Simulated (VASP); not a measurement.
A run of VASP 6.6.1 is set up as follows.

The input INCAR:

```
PREC = Accurate
ENCUT = 600
EDIFF = 1E-6
ISMEAR = -1
SIGMA = 0.063
LREAL = False
LASPH = True
NELM = 200
ALGO = Normal
ISIF = 2
LWAVE = False
LCHARG = True
ISPIN = 2
MAGMOM = 0.81
LORBIT = 11
LMAXMIX = 4
GGA = PE
LELF = True
LVHAR = True
NBANDS = 15
GGA_COMPAT = False
```

KPOINTS

```
regular mesh
0
Gamma
  8 8 8
```

POSCAR

```
Ni
1.0
    0.0000000000      1.7679500000      1.7679500000
    1.7679500000      0.0000000000      1.7679500000
    1.7679500000      1.7679500000      0.0000000000
Ni
1
Direct
    0.0000000000      0.0000000000      0.0000000000
```

Potentials or basis: VASP PAW PBE potentials, release 64 (Ni).

The run is started by

```sh
$ cat potpaw_PBE.64/Ni/POTCAR > POTCAR
$ mpirun -np 1 vasp_std > vasp.out
```

Task: What does it give for the pressure?

Result: -2.6 GPa.

Task: Estimate the net moment.

Result: 0.70 μB per cell.

Task: Estimate the site moments.

Result: Ni +0.71 μB.

Caveat: the k points lie up to 0.38 Å⁻¹ apart.
